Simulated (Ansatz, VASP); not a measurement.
NiGe in VASP and in Ansatz

```
CELL_PARAMETERS angstrom
0.00000 2.97623 2.97623
2.97623 0.00000 2.97623
2.97623 2.97623 0.00000
ATOMIC_POSITIONS crystal
Ni 0.50000 0.50000 0.50000
Ni 0.75000 0.75000 0.75000
Ge 0.00000 0.00000 0.00000
Ge 0.25000 0.25000 0.25000
```

Alike in both runs: functional r2SCAN; k mesh 6 × 6 × 6; occupations gaussian, width 0.1 eV; no spin polarisation.

Ansatz relaxed the structure, and its values are those at the end. VASP's run is a single point on that final structure, the one shown.

|  | VASP | Ansatz |
| --- | --- | --- |
| version | VASP 6.6.1 | Ansatz 0.2.0 |
| potentials or method | VASP PAW PBE potentials, release 64 (Ni, Ge_d), cutoff 520 eV | scalar-relativistic, plane waves, PAW |
| valence electrons in the cell | 48 | 64 |

|  | VASP | Ansatz | Ansatz less VASP |
| --- | --- | --- | --- |
| gap on the k mesh at the Fermi level (eV) | none | none | - |
| pressure (GPa) | 0.1 | 0.0 | -0.03 |

VASP's potentials were made for PBE, not for r2SCAN. A gap of «none» marks a metal or a gap that the smearing closes. The functional is the same, so the differences come from potentials, cutoffs and numerics. VASP's potentials hold 48 valence electrons a cell and Ansatz's 64, so a difference there can come from the potentials and not from the codes.
